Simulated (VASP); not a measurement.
# Au (P6_3/mmc) in VASP: a series of runs

Au is run at these levels: PBEsol; tasks: electric field gradients.

Everything below comes from runs of VASP 6.6.1. Logs are shortened: lines on timing, memory, paths and dates and some standing lists are left out, and cuts for length are marked.

### Step 1. The cell of the first run

The structure is hexagonal, space group P6_3/mmc (No. 194). Conventional cell: a = 2.841 Å, b = 2.841 Å, c = 4.781 Å, α = 90.00°, β = 90.00°, γ = 120.00°. Within 3.7 Å of Au (site symmetry -6m2) lie 12 Au at 2.84 to 2.90 Å.

### Step 2. Electric field gradients, PBEsol (volume scaled by 0.9405)

Contents of INCAR:

```
  PREC = Accurate
  ENCUT = 520
  EDIFF = 1E-8
  ISMEAR = -1
  SIGMA = 0.03
  LREAL = F
  LASPH = T
  NELM = 60
  ALGO = Normal
  ISIF = 2
  LWAVE = F
  LCHARG = F
  GGA = PS
  LEFG = T
  NBANDS = 18
```

Contents of KPOINTS:

```
regular mesh
0
Gamma
  14 14 8
```

Contents of POSCAR:

```
Au
1.0
    2.8413017565      0.0000000000      0.0000000000
   -1.4206508782      2.4606395010      0.0000000000
    0.0000000000      0.0000000000      4.7812276454
Au
2
Direct
    0.3333333333      0.6666666667      0.7500000000
    0.6666666667      0.3333333333      0.2500000000
```

Potentials or basis: VASP PAW PBE potentials, release 64 (Au).

Started as:

```
cat potpaw_PBE.64/Au/POTCAR > POTCAR
mpirun -np 1 vasp_std > vasp.out
```

OUTCAR:

```text
PREC = Accurate
   ENCUT = 520
   EDIFF = 1E-8
   ISMEAR = -1
   LREAL = F
   LASPH = T
   NELM = 60
   ISIF = 2
   GGA = PS

 ion  position               nearest neighbor table
   1  0.333  0.667  0.750-   2 2.90   2 2.90   2 2.90   2 2.90   2 2.90   2 2.90
   2  0.667  0.333  0.250-   1 2.90   1 2.90   1 2.90   1 2.90   1 2.90   1 2.90

  LATTYP: Found a hexagonal cell.
 ALAT       =     2.8413017565
 C/A-ratio  =     1.6827595430

  Lattice vectors:

 A1 = (   2.8413017565,   0.0000000000,   0.0000000000)
 A2 = (  -1.4206508782,   2.4606395010,   0.0000000000)
 A3 = (   0.0000000000,   0.0000000000,   4.7812276454)

Analysis of symmetry for initial positions (statically):
=====================================================================
 Subroutine PRICEL returns:
 Original cell was already a primitive cell.

 Routine SETGRP: Setting up the symmetry group for a
 hexagonal supercell.

 Subroutine GETGRP returns: Found 24 space group operations
 (whereof 12 operations were pure point group operations)
 out of a pool of 24 trial point group operations.

The static configuration has the point symmetry D_3d.
 The point group associated with its full space group is D_6h.

Analysis of symmetry for dynamics (positions and initial velocities):
=====================================================================
 Subroutine PRICEL returns:
 Original cell was already a primitive cell.

 Routine SETGRP: Setting up the symmetry group for a
 hexagonal supercell.

 Subroutine GETGRP returns: Found 24 space group operations
 (whereof 12 operations were pure point group operations)
 out of a pool of 24 trial point group operations.

The dynamic configuration has the point symmetry D_3d.
 The point group associated with its full space group is D_6h.

 Subroutine INISYM returns: Found 24 space group operations
 (whereof 12 operations are pure point group operations),
 and found     1 'primitive' translations

----------------------------------------------------------------------------------------

                                     Primitive cell

  volume of cell :      33.4276

  direct lattice vectors                    reciprocal lattice vectors
     2.841301757  0.000000000  0.000000000     0.351951354  0.203199209  0.000000000
    -1.420650878  2.460639501  0.000000000     0.000000000  0.406398418  0.000000000
     0.000000000  0.000000000  4.781227645     0.000000000  0.000000000  0.209151305

  length of vectors
     2.841301757  2.841301757  4.781227645     0.406398418  0.406398418  0.209151305

  position of ions in fractional coordinates (direct lattice)
     0.333333333  0.666666667  0.750000000
     0.666666667  0.333333333  0.250000000

  ion indices of the primitive-cell ions
   primitive index   ion index
                 1           1
                 2           2

----------------------------------------------------------------------------------------

 KPOINTS: regular mesh

Automatic generation of k-mesh.
 Grid dimensions read from file:
 generate k-points for:   14   14    8

 Generating k-lattice:

  Cartesian coordinates                     Fractional coordinates (reciprocal lattice)
     0.025139382  0.014514229  0.000000000     0.071428571  0.000000000  0.000000000
     0.000000000  0.029028458  0.000000000     0.000000000  0.071428571  0.000000000
     0.000000000  0.000000000  0.026143913     0.000000000  0.000000000  0.125000000

  Length of vectors
     0.029028458  0.029028458  0.026143913

  Shift w.r.t. Gamma in fractional coordinates (k-lattice)
     0.000000000  0.000000000  0.000000000

 Subroutine IBZKPT returns following result:
 ===========================================

 Found    120 irreducible k-points:

 Following reciprocal coordinates:
            Coordinates               Weight
  0.000000  0.000000  0.000000      1.000000
  0.071429  0.000000  0.000000      6.000000
  0.142857  0.000000  0.000000      6.000000
  0.214286  0.000000  0.000000      6.000000
  0.285714  0.000000  0.000000      6.000000
  0.357143 -0.000000  0.000000      6.000000
[... 16 lines left out ...]
  0.285714  0.285714  0.000000      6.000000
  0.357143  0.285714  0.000000      6.000000
 [... further k-points ...]
   k-points           NKPTS =    120   k-points in BZ     NKDIM =    120   number of bands    NBANDS=     18
   number of dos      NEDOS =    301   number of ions     NIONS =      2
   total plane-waves  NPLWV =  20736
   dimension x,y,z NGX =    24 NGY =   24 NGZ =   36
   dimension x,y,z NGXF=    48 NGYF=   48 NGZF=   72
   ions per type =               2
   NGX,Y,Z   is equivalent  to a cutoff of  14.04, 14.04, 12.52 a.u.
   NGXF,Y,Z  is equivalent  to a cutoff of  28.09, 28.09, 25.03 a.u.
 SYSTEM =  unknown system
   PREC   = accura    normal or accurate (medium, high low for compatibility)
   ISTART =      0    job   : 0-new  1-cont  2-samecut
   ICHARG =      2    charge: 1-file 2-atom 10-const
   ISPIN  =      1    spin polarized calculation?
   LNONCOLLINEAR =      F non collinear calculations
   LSORBIT =      F    spin-orbit coupling
   LASPH  =      T    aspherical Exc in radial PAW
   ENCUT  =  520.0 eV  38.22 Ry    6.18 a.u.   5.28  5.28  8.89*2*pi/ulx,y,z
   NELM   =     60;   NELMIN=  2; NELMDL= -5     # of ELM steps
   EDIFF  = 0.1E-07   stopping-criterion for ELM
   LREAL  =      F    real-space projection
   EDIFFG = 0.1E-06   stopping-criterion for IOM
   NSW    =      0    number of steps for IOM
   IBRION =     -1    ionic relax: 0-MD 1-quasi-New 2-CG
   NFREE  =      0    steps in history (QN), initial steepest desc. (CG)
   ISIF   =      2    stress and relaxation
   ISYM   =      2    0-nonsym 1-usesym 2-fastsym
   POTIM  = 0.5000    time-step for ionic-motion
   TEBEG  =    0.0;   TEEND  =   0.0 temperature during run
   PSTRESS=    0.0 pullay stress
   NELECT =      22.0000    total number of electrons
   NUPDOWN=      -1.0000    fix difference up-down
   EMIN   =  10.00;   EMAX   =-10.00  energy-range for DOS
   EFERMI =   0.00;   METHOD = LEGACY
   ISMEAR =    -1;   SIGMA  =   0.03  broadening in eV -4-tet -1-fermi 0-gaus
   EFERMI_NEDOS =   21; number of points for ismear=-14 and -15
   IALGO  =     38    algorithm
   IMIX   =      4    mixing-type and parameters
     AMIX     =   0.40;   BMIX     =  1.00
     AMIX_MAG =   1.60;   BMIX_MAG =  1.00
  volume/ion in A,a.u.               =      16.71       112.79
  Fermi-wavevector in a.u.,A,eV,Ry     =   1.424014  2.690995 27.590094  2.027815
  Thomas-Fermi vector in A             =   2.544550
   LORBIT       =      0    0 simple, 1 ext, 2 COOP (PROOUT), +10 PAW based schemes
   GGA     = PS    functional components
   LHFCALC =     F    Hartree Fock is set to
   AEXX    =    0.0000 exact exchange contribution
   IVDW    =     0    specifies the selected vdW correction
   LEPSILON=     F    determine dielectric tensor
   LRPA    =     F    only Hartree local field effects (RPA)
 non-spin polarized calculation
  energy-cutoff  :      520.00
  volume of cell :       33.43
 maximum number of plane-waves:       914
 NGX is ok and might be reduce to    24
   NGX = 11   NGY = 11   NGZ = 17

 number of electron      22.0000000 magnetization

 Free energy of the ion-electron system (eV)
  ---------------------------------------------------
  ext. energy  EPLUGINS =         0.00000000
  ---------------------------------------------------
  free energy    TOTEN  =        -7.81750482 eV

  energy without entropy =       -7.81378767  energy(sigma->0) =       -7.81564624

 E-fermi :   9.5869     XC(G=0): -13.0002

 val. band max:        9.5255506036   @ k =   0.2857   0.2143   0.1250
 cond. band min:       9.5933147213   @ k =   0.1429   0.0000   0.1250
 fundamental gap:      0.0677641177
 Fermi energy:         9.5869489582

 k-point     1 :       0.0000    0.0000    0.0000
  band No.  band energies     occupation
      1      -0.5253      2.00000
      2       1.9901      2.00000
      3       4.6157      2.00000
      4       4.9206      2.00000
      5       4.9206      2.00000
      6       5.2443      2.00000
[... 10 lines left out ...]
     17      28.3202      0.00000
     18      28.3202      0.00000

 k-point     2 :       0.0714    0.0000    0.0000
  band No.  band energies     occupation
      1      -0.3598      2.00000
      2       2.1290      2.00000
      3       4.5597      2.00000
      4       4.9628      2.00000
      5       5.0334      2.00000
      6       5.1837      2.00000
[... 10 lines left out ...]
     17      27.4509      0.00000
     18      27.6024      0.00000

 k-point     3 :       0.1429    0.0000    0.0000
  band No.  band energies     occupation
      1       0.1183      2.00000
      2       2.4988      2.00000
      3       4.3929      2.00000
      4       4.9572      2.00000
      5       5.2269      2.00000
      6       5.3301      2.00000
[... 10 lines left out ...]
     17      26.0458      0.00000
     18      27.4960      0.00000

 k-point     4 :       0.2143    0.0000    0.0000
  band No.  band energies     occupation
      1       0.8409      2.00000
      2       2.8949      2.00000
      3       4.3042      2.00000
      4       4.5915      2.00000
      5       4.7760      2.00000
      6       5.5173      2.00000
[... 10 lines left out ...]
     17      26.3959      0.00000
     18      26.8331      0.00000

 k-point     5 :       0.2857    0.0000    0.0000
  band No.  band energies     occupation
      1       1.6452      2.00000
      2       2.9615      2.00000
      3       3.9521      2.00000
      4       4.5380      2.00000
      5       4.7792      2.00000
      6       5.2956      2.00000
[... 10 lines left out ...]
     17      24.6753      0.00000
     18      26.3523      0.00000

 k-point     6 :       0.3571   -0.0000    0.0000
  band No.  band energies     occupation
      1       2.2442      2.00000
      2       2.7908      2.00000
      3       3.4789      2.00000
      4       4.8301      2.00000
      5       5.1134      2.00000
      6       5.2137      2.00000
[... 307 lines left out ...]
 k-point    21 :       0.2857    0.2143    0.0000
  band No.  band energies     occupation
      1       3.2445      2.00000
      2       3.3483      2.00000
      3       3.5403      2.00000
      4       4.2730      2.00000
      5       4.6490      2.00000
      6       5.2173      2.00000
[... 10 lines left out ...]
     17      22.9272      0.00000
     18      23.6576      0.00000

 k-point    22 :       0.3571    0.2143    0.0000
  band No.  band energies     occupation
      1       3.2328      2.00000
      2       3.3630      2.00000
      3       3.4193      2.00000
      4       4.6994      2.00000
      5       4.7232      2.00000
      6       4.9979      2.00000
[... 10 lines left out ...]
     17      21.7868      0.00000
     18      23.0342      0.00000

 k-point    23 :       0.2857    0.2857    0.0000
  band No.  band energies     occupation
      1       3.2718      2.00000
      2       3.5469      2.00000
      3       3.8253      2.00000
      4       4.2917      2.00000
      5       4.6390      2.00000
      6       4.9924      2.00000
[... 10 lines left out ...]
     17      21.5164      0.00000
     18      22.0051      0.00000

 k-point    24 :       0.3571    0.2857    0.0000
  band No.  band energies     occupation
      1       3.2474      2.00000
      2       3.7121      2.00000
      3       3.7639      2.00000
      4       4.4260      2.00000
      5       4.7056      2.00000
      6       4.8399      2.00000
[... 10 lines left out ...]
     17      20.8641      0.00000
     18      21.0550      0.00000

 [... further k-points ...]
[... 5 lines left out ...]
  --------------------------------------------------------------------------------------
  -------------------------------------------------------------------------------------
  Total        0.7329502      0.7329502      0.4895916      0.0000000      0.0000000      0.0000000
  in kB       35.1301704     35.1301704     23.4660361      0.0000000      0.0000000      0.0000000
  external PRESSURE =      31.2421257 kB  Pullay stress =       0.0000000 kB

 VOLUME and BASIS-vectors are now :
 -----------------------------------------------------------------------------
  energy-cutoff  :      520.00
  volume of cell :       33.43
      direct lattice vectors                 reciprocal lattice vectors
     2.841301757  0.000000000  0.000000000     0.351951354  0.203199209  0.000000000
    -1.420650878  2.460639501  0.000000000     0.000000000  0.406398418  0.000000000
     0.000000000  0.000000000  4.781227645     0.000000000  0.000000000  0.209151305

 POSITION                                       TOTAL-FORCE (eV/Angst)
 -----------------------------------------------------------------------------------
     -0.00000      1.64043      3.58592         0.000000      0.000000      0.000000
      1.42065      0.82021      1.19531        -0.000000     -0.000000      0.000000
 -----------------------------------------------------------------------------------
    total drift:                               -0.000000      0.000000     -0.000000

  FREE ENERGIE OF THE ION-ELECTRON SYSTEM (eV)
  ---------------------------------------------------
  free  energy   TOTEN  =        -7.8175048218 eV

  energy  without entropy=       -7.8137876672  energy(sigma->0) =       -7.81564624

 Electric field gradients (V/A^2)
---------------------------------------------------------------------
 ion       V_xx      V_yy      V_zz      V_xy      V_xz      V_yz
---------------------------------------------------------------------
   1     -15.465   -15.466    30.931    -0.000     0.000    -0.000
   2     -15.465   -15.466    30.931    -0.000    -0.000     0.000
---------------------------------------------------------------------

 Electric field gradients after diagonalization (V/A^2)
 (convention: |V_zz| > |V_xx| > |V_yy|)
----------------------------------------------------------------------
 ion       V_xx      V_yy      V_zz     asymmetry (V_yy - V_xx)/ V_zz
----------------------------------------------------------------------
   1     -15.466   -15.465    30.931       0.000
   2     -15.466   -15.465    30.931       0.000
----------------------------------------------------------------------

           NMR quadrupolar parameters

 Cq : quadrupolar parameter    Cq=e*Q*V_zz/h
 eta: asymmetry parameters     (V_yy - V_xx)/ V_zz
 Q  : nuclear electric quadrupole moment in mb (millibarn)
----------------------------------------------------------------------
 ion       Cq(MHz)       eta       Q (mb)
----------------------------------------------------------------------
   1       0.075       0.000       1.000
   2       0.075       0.000       1.000
----------------------------------------------------------------------
```

Wall time 26 s (1 thread of Intel Xeon Platinum 8488C (Sapphire Rapids), shared host); peak memory 0.19 GiB.

Results:

| Quantity | Value |
| --- | --- |
| Free energy | -7.8175 eV |
| Pressure | 3.1 GPa |
| Band gap on the k mesh | zero (band 11 reaches 13.57 eV, above the bottom of band 12 at 6.92 eV) |

Stress tensor (GPa, compression positive):
```
3.51 0.00 0.00
0.00 3.51 0.00
0.00 0.00 2.35
```

Electric field gradients, principal values (V/Å²):
| atom | least | middle | greatest (by size) |
| --- | --- | --- | --- |
| 1 Au | -15.465 | -15.466 | 30.931 |
| 2 Au | -15.465 | -15.466 | 30.931 |

Caveat: without QUAD_EFG the Cq values of the log hold for a quadrupole moment of 1 mb, not for the nuclei; the PAW data sets were made with another functional, which shifts forces and pressure a little; spin-orbit coupling is left out, which moves the levels of the heavy elements.

[end of part 1 of 3]
